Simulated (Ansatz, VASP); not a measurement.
# PbS: VASP beside Ansatz

INCAR

```
PREC     = Accurate       # precision mode
ENCUT    = 520            # plane-wave cutoff, eV
EDIFF    = 1E-6           # SCF threshold, eV
ISMEAR   = -1             # smearing method
SIGMA    = 0.01           # smearing width, eV
LREAL    = False          # projectors in reciprocal space
LASPH    = True           # aspherical terms in the spheres
NELM     = 80             # most SCF steps
ALGO     = Normal         # electronic algorithm
ISIF     = 2              # what is computed and relaxed
LWAVE    = False          # write WAVECAR
LCHARG   = True           # write CHGCAR
LELF     = True           # ELF
LVHAR    = True         
NBANDS   = 17             # bands
```

Contents of KPOINTS:

```
regular mesh
0
Gamma
  8 8 8
```

The input POSCAR:

```
PbS
1.0
   -0.0296500000      2.9501750000      2.9501750000
    2.9501750000     -0.0296500000      2.9501750000
    2.9501750000      2.9501750000     -0.0296500000
Pb S
1 1
Direct
    0.0000000000      0.0000000000      0.0000000000
    0.5000000000      0.5000000000      0.5000000000
```

Input for Ansatz:

```yaml
crystal:
  lattice:
    - [-0.02965, 2.950175, 2.950175]
    - [2.950175, -0.02965, 2.950175]
    - [2.950175, 2.950175, -0.02965]
  atoms:
    - { symbol: Pb, position: [0.0, 0.0, 0.0] }
    - { symbol: S, position: [0.5, 0.5, 0.5] }
kpoints:
  mp_grid: { grid: [8, 8, 8] }
  band_path:
    path:
      - [0.0, 0.0, 0.0]
      - [0.5, 0.5, 0.5]
      - [0.2525443832, 0.5, 0.7474556168]
      - [-0.2525443832, 0.2525443832, 0.5]
      - [0.0, 0.0, 0.5]
      - [0.0, 0.0, 0.0]
      - [-0.3762721916, 0.0, 0.3762721916]
      - [0.0, 0.3762721916, 0.6237278084]
      - [0.0, 0.5, 0.5]
    npoints: 5
scf:
  occupations: { method: fermi_dirac, width: 0.01 }
hamiltonian:
  xc: lda
  pseudopotentials: { kind: all_electron, lapw: { basis_error: 0.0005 } }
output:
  forces: true
  stress: true
  eigenvalues: true
```

Change from the starting cell: equal xy, yz and zx shear strains of -1 %.

Alike in both runs: task single point; functional LDA; k mesh 8 × 8 × 8; occupations fermi-dirac, width 0.01 eV; no spin polarisation.

|  | VASP | Ansatz |
| --- | --- | --- |
| version | VASP 6.6.1 | Ansatz 0.2.0 |
| potentials or method | VASP PAW LDA potentials, release 64 (Pb_d, S), cutoff 520 eV | all-electron LAPW, scalar-relativistic |

|  | VASP | Ansatz | Ansatz less VASP |
| --- | --- | --- | --- |
| pressure (GPa) | -2.5 | -2.5 | -0.03 |
| traceless stress, the component that is largest in VASP (GPa) | 0.21 | 0.21 | +0.001 |

LDA's correlation is that of Perdew and Zunger in VASP and of Perdew and Wang (1992) in Ansatz. Ansatz ran all-electron here, and VASP with PAW potentials.

Spin-orbit coupling is off throughout.
